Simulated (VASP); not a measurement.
The system is LiPb2O3.

```
Li Pb O
1.0
     5.64286    0.00000    0.00000
    -2.82143    4.88686    0.00000
     0.00000    0.00000    3.43604
Li Pb O
1 2 3
Direct
  0.00000 0.00000 0.00000
  0.33333 0.66667 0.00000
  0.66667 0.33333 0.00000
  0.50000 0.00000 0.50000
  0.50000 0.50000 0.50000
  0.00000 0.50000 0.50000
```

| Quantity | Value |
| --- | --- |
| Program | VASP 6.6.1 |
| Task | relaxation of cell and atoms |
| Functional | PBE |
| Potentials or basis | VASP PAW PBE potentials, release 64 (Li_sv, Pb_d, O) |
| Cutoff | 600 eV |
| k mesh | 6 × 6 × 6 |
| Occupations | gaussian, width 0.1 eV |
| Spin | no spin polarisation |

At the start: pressure 11.9 GPa; volume 15.79 Å³/atom.

Task: How do energy, volume and symmetry change on relaxing?

Result: Over 5 steps the energy falls by 174.2 meV/atom and the volume is 18.85 Å³/atom (+19.4 %); space group P6/mmm (No. 191, to 0.1 Å) before and after.

The path:
```tsv
step	energy change (eV)	largest force (eV/Å)	pressure (GPa)	volume (Å³)
1	0.0000	0.0000	11.88	94.75
2	-0.8706	0.0000	-0.98	111.55
3	-0.8880	0.0000	-3.04	115.99
4	-0.8899	0.0000	-2.60	114.98
5	-1.0455	0.0000	-0.11	113.13
```

Final structure:
```xyz
6
Lattice="6.2989 0.0000 0.0000 -3.1494 5.4550 0.0000 0.0000 0.0000 3.2924" Properties=species:S:1:pos:R:3 pbc="T T T"
Li    3.1494    5.4550    3.2924
Pb    0.0000    3.6367    3.2924
Pb    3.1494    1.8183    0.0000
O     3.1494    0.0000    1.6462
O     1.5747    2.7275    1.6462
O     4.7242    2.7275    1.6462
```

Caveat: the cutoff is under 1.25 times the usual one of these potentials, so pressure, stress and relaxed cells hold a basis-set (Pulay) error; the volume moved by over 15 % at a fixed basis, so the end points are rough; an odd number of electrons without spin polarisation forces a metal; a magnetic or distorted state may lie lower.
